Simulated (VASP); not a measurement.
# CrO2 (Pa-3) in VASP: single point with LDA

Aim: the single point of CrO2 with LDA.

Program: VASP 6.6.1. These are calculated values, not measurements. Logs are shortened: lines on timing, memory, paths and dates and some standing lists are left out, and cuts for length are marked.

**1. The cell of the first run**

Symmetry: Pa-3, No. 205, cubic system. Conventional cell: a = 4.836 Å, b = 4.836 Å, c = 4.836 Å, α = 90.00°, β = 90.00°, γ = 90.00°. Cr (site symmetry -3) has 6 O at 1.99 Å within 2.6 Å. Within 2.7 Å of O (site symmetry 3) lie 3 Cr at 1.99 Å and 7 O at 2.32 to 2.65 Å.

**2. Single point, LDA, collinear spin, ferromagnetic start**

File INCAR:

```
SYSTEM = CrO2
ALGO = Normal
EDIFF = 1E-6
ENCUT = 520
GGA = CA
ISIF = 2
ISMEAR = 1
ISPIN = 2
LASPH = .TRUE.
LCHARG = .TRUE.
LELF = .TRUE.
LMAXMIX = 4
LORBIT = 11
LREAL = .FALSE.
LVHAR = .TRUE.
LWAVE = .FALSE.
MAGMOM = 3 3 3 3 0 0 0 0 0 0 0 0
NBANDS = 64
NELM = 150
PREC = Accurate
SIGMA = 0.1
```

File KPOINTS:

```
k-points
0
G
  5 5 5
  0 0 0
```

File POSCAR:

```
CrO2
1.0
    4.8360260000      0.0000000000      0.0000000000
    0.0000000000      4.8360260000      0.0000000000
    0.0000000000      0.0000000000      4.8360260000
Cr O
4 8
Direct
    0.5000000000      0.5000000000      0.0000000000
    0.5000000000      0.0000000000      0.5000000000
    0.0000000000      0.5000000000      0.5000000000
    0.0000000000      0.0000000000      0.0000000000
    0.1382100000      0.8617900000      0.3617900000
    0.8617900000      0.3617900000      0.1382100000
    0.3617900000      0.1382100000      0.8617900000
    0.6382100000      0.6382100000      0.6382100000
    0.8617900000      0.1382100000      0.6382100000
    0.1382100000      0.6382100000      0.8617900000
    0.6382100000      0.8617900000      0.1382100000
    0.3617900000      0.3617900000      0.3617900000
```

Potentials or basis: VASP PAW LDA potentials, release 64 (Cr_pv, O).

Started as:

```
$ cat potpaw_LDA.64/Cr_pv/POTCAR potpaw_LDA.64/O/POTCAR > POTCAR
$ mpirun -np 1 vasp_std > vasp.out
```

OUTCAR:

```text
SYSTEM = CrO2
   EDIFF = 1E-6
   ENCUT = 520
   GGA = CA
   ISIF = 2
   ISMEAR = 1
   ISPIN = 2
   LASPH = .TRUE.
   LORBIT = 11
   LREAL = .FALSE.
   NELM = 150
   PREC = Accurate

 ion  position               nearest neighbor table
   1  0.500  0.500  0.000-   6 1.99   7 1.99   8 1.99  10 1.99  11 1.99  12 1.99
   2  0.500  0.000  0.500-   5 1.99   7 1.99   8 1.99   9 1.99  11 1.99  12 1.99
   3  0.000  0.500  0.500-   5 1.99   6 1.99   8 1.99   9 1.99  10 1.99  12 1.99
   4  0.000  0.000  0.000-   5 1.99   6 1.99   7 1.99   9 1.99  10 1.99  11 1.99
   5  0.138  0.862  0.362-   2 1.99   3 1.99   4 1.99
   6  0.862  0.362  0.138-   1 1.99   3 1.99   4 1.99
   7  0.362  0.138  0.862-   1 1.99   2 1.99   4 1.99
   8  0.638  0.638  0.638-   1 1.99   2 1.99   3 1.99
   9  0.862  0.138  0.638-   2 1.99   3 1.99   4 1.99
  10  0.138  0.638  0.862-   1 1.99   3 1.99   4 1.99
  11  0.638  0.862  0.138-   1 1.99   2 1.99   4 1.99
  12  0.362  0.362  0.362-   1 1.99   2 1.99   3 1.99

  LATTYP: Found a simple cubic cell.
 ALAT       =     4.8360260000

  Lattice vectors:

 A1 = (   4.8360260000,   0.0000000000,   0.0000000000)
 A2 = (   0.0000000000,   4.8360260000,   0.0000000000)
 A3 = (   0.0000000000,   0.0000000000,   4.8360260000)

Analysis of symmetry for initial positions (statically):
=====================================================================
 Subroutine PRICEL returns:
 Original cell was already a primitive cell.

 Routine SETGRP: Setting up the symmetry group for a
 simple cubic supercell.

 Subroutine GETGRP returns: Found 24 space group operations
 (whereof  6 operations were pure point group operations)
 out of a pool of 48 trial point group operations.

The static configuration has the point symmetry S_6 .
 The point group associated with its full space group is T_h .

Analysis of symmetry for dynamics (positions and initial velocities):
=====================================================================
 Subroutine PRICEL returns:
 Original cell was already a primitive cell.

 Routine SETGRP: Setting up the symmetry group for a
 simple cubic supercell.

 Subroutine GETGRP returns: Found 24 space group operations
 (whereof  6 operations were pure point group operations)
 out of a pool of 48 trial point group operations.

The dynamic configuration has the point symmetry S_6 .
 The point group associated with its full space group is T_h .

Analysis of structural, dynamic, and magnetic symmetry:
=====================================================================
 Subroutine PRICEL returns:
 Original cell was already a primitive cell.

 Routine SETGRP: Setting up the symmetry group for a
 simple cubic supercell.

 Subroutine GETGRP returns: Found 24 space group operations
 (whereof  6 operations were pure point group operations)
 out of a pool of 48 trial point group operations.

The overall configuration has the point symmetry S_6 .
 The point group associated with its full space group is T_h .

 Subroutine INISYM returns: Found 24 space group operations
 (whereof  6 operations are pure point group operations),
 and found     1 'primitive' translations

----------------------------------------------------------------------------------------

                                     Primitive cell

  volume of cell :     113.1009

  direct lattice vectors                    reciprocal lattice vectors
     4.836026000  0.000000000  0.000000000     0.206781353  0.000000000  0.000000000
     0.000000000  4.836026000  0.000000000     0.000000000  0.206781353  0.000000000
     0.000000000  0.000000000  4.836026000     0.000000000  0.000000000  0.206781353

  length of vectors
     4.836026000  4.836026000  4.836026000     0.206781353  0.206781353  0.206781353

  position of ions in fractional coordinates (direct lattice)
     0.500000000  0.500000000  0.000000000
     0.500000000  0.000000000  0.500000000
     0.000000000  0.500000000  0.500000000
     0.000000000  0.000000000  0.000000000
     0.138210000  0.861790000  0.361790000
     0.861790000  0.361790000  0.138210000
     0.361790000  0.138210000  0.861790000
     0.638210000  0.638210000  0.638210000
     0.861790000  0.138210000  0.638210000
     0.138210000  0.638210000  0.861790000
     0.638210000  0.861790000  0.138210000
     0.361790000  0.361790000  0.361790000

  ion indices of the primitive-cell ions
   primitive index   ion index
                 1           1
                 2           2
                 3           3
                 4           4
                 5           5
                 6           6
                 7           7
                 8           8
                 9           9
                10          10
                11          11
                12          12

----------------------------------------------------------------------------------------

 KPOINTS: k-points

Automatic generation of k-mesh.
 Grid dimensions read from file:
 generate k-points for:    5    5    5

 Generating k-lattice:

  Cartesian coordinates                     Fractional coordinates (reciprocal lattice)
     0.041356271  0.000000000  0.000000000     0.200000000  0.000000000  0.000000000
     0.000000000  0.041356271  0.000000000     0.000000000  0.200000000  0.000000000
     0.000000000  0.000000000  0.041356271     0.000000000  0.000000000  0.200000000

  Length of vectors
     0.041356271  0.041356271  0.041356271

  Shift w.r.t. Gamma in fractional coordinates (k-lattice)
     0.000000000  0.000000000  0.000000000

 Subroutine IBZKPT returns following result:
 ===========================================

 Found     11 irreducible k-points:

 Following reciprocal coordinates:
            Coordinates               Weight
  0.000000  0.000000  0.000000      1.000000
  0.200000  0.000000  0.000000      6.000000
  0.400000  0.000000  0.000000      6.000000
  0.200000  0.200000  0.000000     12.000000
  0.400000  0.200000  0.000000     12.000000
 -0.200000  0.400000  0.000000     12.000000
  0.400000  0.400000  0.000000     12.000000
  0.200000  0.200000  0.200000      8.000000
  0.400000  0.200000  0.200000     24.000000
  0.400000  0.400000  0.200000     24.000000
  0.400000  0.400000  0.400000      8.000000
   k-points           NKPTS =     11   k-points in BZ     NKDIM =     11   number of bands    NBANDS=     64
   number of dos      NEDOS =    301   number of ions     NIONS =     12
   total plane-waves  NPLWV =  46656
   dimension x,y,z NGX =    36 NGY =   36 NGZ =   36
   dimension x,y,z NGXF=    72 NGYF=   72 NGZF=   72
   ions per type =               4   8
   NGX,Y,Z   is equivalent  to a cutoff of  12.38, 12.38, 12.38 a.u.
   NGXF,Y,Z  is equivalent  to a cutoff of  24.75, 24.75, 24.75 a.u.
 SYSTEM =  CrO2
   PREC   = accura    normal or accurate (medium, high low for compatibility)
   ISTART =      0    job   : 0-new  1-cont  2-samecut
   ICHARG =      2    charge: 1-file 2-atom 10-const
   ISPIN  =      2    spin polarized calculation?
   LNONCOLLINEAR =      F non collinear calculations
   LSORBIT =      F    spin-orbit coupling
   LASPH  =      T    aspherical Exc in radial PAW
   ENCUT  =  520.0 eV  38.22 Ry    6.18 a.u.   8.99  8.99  8.99*2*pi/ulx,y,z
   NELM   =    150;   NELMIN=  2; NELMDL= -5     # of ELM steps
   EDIFF  = 0.1E-05   stopping-criterion for ELM
   LREAL  =      F    real-space projection
[... 7 lines left out ...]
   TEBEG  =    0.0;   TEEND  =   0.0 temperature during run
   PSTRESS=    0.0 pullay stress
   NELECT =      96.0000    total number of electrons
   NUPDOWN=      -1.0000    fix difference up-down
   EMIN   =  10.00;   EMAX   =-10.00  energy-range for DOS
   EFERMI =   0.00;   METHOD = LEGACY
   ISMEAR =     1;   SIGMA  =   0.10  broadening in eV -4-tet -1-fermi 0-gaus
   EFERMI_NEDOS =   21; number of points for ismear=-14 and -15
   IALGO  =     38    algorithm
   IMIX   =      4    mixing-type and parameters
     AMIX     =   0.40;   BMIX     =  1.00
     AMIX_MAG =   1.60;   BMIX_MAG =  1.00
  volume/ion in A,a.u.               =       9.43        63.60
  Fermi-wavevector in a.u.,A,eV,Ry     =   1.550041  2.929153 32.689741  2.402628
  Thomas-Fermi vector in A             =   2.654762
   LORBIT       =     11    0 simple, 1 ext, 2 COOP (PROOUT), +10 PAW based schemes
   GGA     = CA    functional components
   LHFCALC =     F    Hartree Fock is set to
   AEXX    =    0.0000 exact exchange contribution
   IVDW    =     0    specifies the selected vdW correction
   LEPSILON=     F    determine dielectric tensor
   LRPA    =     F    only Hartree local field effects (RPA)
 spin polarized calculation
 Methfessel and Paxton  Order N= 1 SIGMA  =   0.10
  energy-cutoff  :      520.00
  volume of cell :      113.10
 maximum number of plane-waves:      3060
   NGX = 17   NGY = 17   NGZ = 17

 number of electron      96.0000000 magnetization      12.0000000

 number of electron      95.9999925 magnetization       7.9997101

 Free energy of the ion-electron system (eV)
  ---------------------------------------------------
  ext. energy  EPLUGINS =         0.00000000
  ---------------------------------------------------
  free energy    TOTEN  =      -107.82615381 eV

  energy without entropy =     -107.82615932  energy(sigma->0) =     -107.82615564

 E-fermi :   5.6220     XC(G=0): -12.7147

 val. band max:        5.6002128005   @ k =   0.2000   0.0000   0.0000
 cond. band min:       5.6463117022   @ k =   0.4000   0.0000   0.0000
 fundamental gap:      0.0460989016
 Fermi energy:         5.6219819370

 spin component 1

 k-point     1 :       0.0000    0.0000    0.0000
  band No.  band energies     occupation
      1     -38.7559      1.00000
      2     -38.7559      1.00000
      3     -38.7559      1.00000
      4     -38.7257      1.00000
      5     -38.7257      1.00000
      6     -38.7181      1.00000
[... 682 lines left out ...]
     59       7.3410     -0.00000
     60       7.3410     -0.00000
 Fermi energy:         5.6219819370

 spin component 2

 k-point     1 :       0.0000    0.0000    0.0000
  band No.  band energies     occupation
      1     -36.6605      1.00000
      2     -36.6605      1.00000
      3     -36.6605      1.00000
      4     -36.6247      1.00000
      5     -36.6247      1.00000
      6     -36.6152      1.00000
[... 682 lines left out ...]
     59       8.6657      0.00000
     60       8.6657      0.00000
 [bands above 60 left out]

------------------------ aborting loop because EDIFF is reached ----------------------------------------

  FORCE on cell =-STRESS in cart. coord.  units (eV):
  Direction    XX          YY          ZZ          XY          YZ          ZX
  --------------------------------------------------------------------------------------
  -------------------------------------------------------------------------------------
  Total      -21.1090746    -21.1090746    -21.1090746     -0.0000000      0.0000000     -0.0000000
  in kB     -299.0294040   -299.0294040   -299.0294040     -0.0000000      0.0000000     -0.0000000
  external PRESSURE =    -299.0294040 kB  Pullay stress =       0.0000000 kB

 VOLUME and BASIS-vectors are now :
 -----------------------------------------------------------------------------
  energy-cutoff  :      520.00
  volume of cell :      113.10
      direct lattice vectors                 reciprocal lattice vectors
     4.836026000  0.000000000  0.000000000     0.206781353  0.000000000  0.000000000
     0.000000000  4.836026000  0.000000000     0.000000000  0.206781353  0.000000000
     0.000000000  0.000000000  4.836026000     0.000000000  0.000000000  0.206781353

 POSITION                                       TOTAL-FORCE (eV/Angst)
 -----------------------------------------------------------------------------------
      2.41801      2.41801      0.00000         0.000000      0.000000     -0.000000
      2.41801      0.00000      2.41801         0.000000      0.000000     -0.000000
      0.00000      2.41801      2.41801         0.000000      0.000000     -0.000000
      0.00000      0.00000      0.00000         0.000000      0.000000     -0.000000
      0.66839      4.16764      1.74963         0.473077     -0.473077     -0.473077
      4.16764      1.74963      0.66839        -0.473077     -0.473077      0.473077
      1.74963      0.66839      4.16764        -0.473077      0.473077     -0.473077
      3.08640      3.08640      3.08640         0.473077      0.473077      0.473077
      4.16764      0.66839      3.08640        -0.473077      0.473077      0.473077
      0.66839      3.08640      4.16764         0.473077      0.473077     -0.473077
      3.08640      4.16764      0.66839         0.473077     -0.473077      0.473077
      1.74963      1.74963      1.74963        -0.473077     -0.473077     -0.473077
 -----------------------------------------------------------------------------------
    total drift:                               -0.000000      0.000000     -0.000000

  FREE ENERGIE OF THE ION-ELECTRON SYSTEM (eV)
  ---------------------------------------------------
  free  energy   TOTEN  =      -107.8261538089 eV

  energy  without entropy=     -107.8261593166  energy(sigma->0) =     -107.82615564

 total charge

# of ion       s       p       d       tot
------------------------------------------
    1        0.312   6.361   3.935  10.608
    2        0.312   6.361   3.935  10.608
    3        0.312   6.361   3.935  10.608
    4        0.312   6.361   3.935  10.608
    5        1.562   3.367   0.000   4.929
    6        1.562   3.367   0.000   4.929
    7        1.562   3.367   0.000   4.929
    8        1.562   3.367   0.000   4.929
    9        1.562   3.367   0.000   4.929
   10        1.562   3.367   0.000   4.929
   11        1.562   3.367   0.000   4.929
   12        1.562   3.367   0.000   4.929
--------------------------------------------------
tot         13.748  52.378  15.741  81.866

 magnetization (x)

# of ion       s       p       d       tot
------------------------------------------
    1        0.027   0.025   2.217   2.270
    2        0.027   0.025   2.217   2.270
    3        0.027   0.025   2.217   2.270
    4        0.027   0.025   2.217   2.270
    5       -0.005  -0.161   0.000  -0.166
    6       -0.005  -0.161   0.000  -0.166
    7       -0.005  -0.161   0.000  -0.166
    8       -0.005  -0.161   0.000  -0.166
    9       -0.005  -0.161   0.000  -0.166
   10       -0.005  -0.161   0.000  -0.166
   11       -0.005  -0.161   0.000  -0.166
   12       -0.005  -0.161   0.000  -0.166
--------------------------------------------------
tot          0.069  -1.185   8.870   7.753
```

Run time: 2.8 min. Hardware: 1 thread of Intel Xeon Platinum 8259CL at 2.50GHz (Skylake/Cascade Lake), shared host; peak memory 0.25 GiB.

What came out:

```
Free energy                                           : -107.8262 eV
Pressure                                              : -29.9 GPa
Largest force                                         : 0.819 eV/Å
Band gap on the k mesh                                : zero (filled and empty bands overlap)
Net moment                                            : 8.00 μB per cell
Site moments                                          : Cr +2.27; O -0.17 μB
Valence electrons inside the program's atomic spheres : Cr 10.61; O 4.93
```

Forces in eV/Å, atoms in the order of the input:
```
Cr   0.000  0.000  0.000
Cr   0.000  0.000  0.000
Cr   0.000  0.000  0.000
Cr   0.000  0.000  0.000
O    0.473 -0.473 -0.473
O   -0.473 -0.473  0.473
O   -0.473  0.473 -0.473
O    0.473  0.473  0.473
O   -0.473  0.473  0.473
O    0.473  0.473 -0.473
O    0.473 -0.473  0.473
O   -0.473 -0.473 -0.473
```

Caveat: the cell stands under tension; semilocal functionals often make such compounds metallic where correlation or magnetic order opens a gap, which also shifts bond lengths; the run started ferromagnetic, and an antiferromagnetic order may lie lower in energy.

The gap in the log of VASP goes by the Fermi energy; the results here count the filled bands.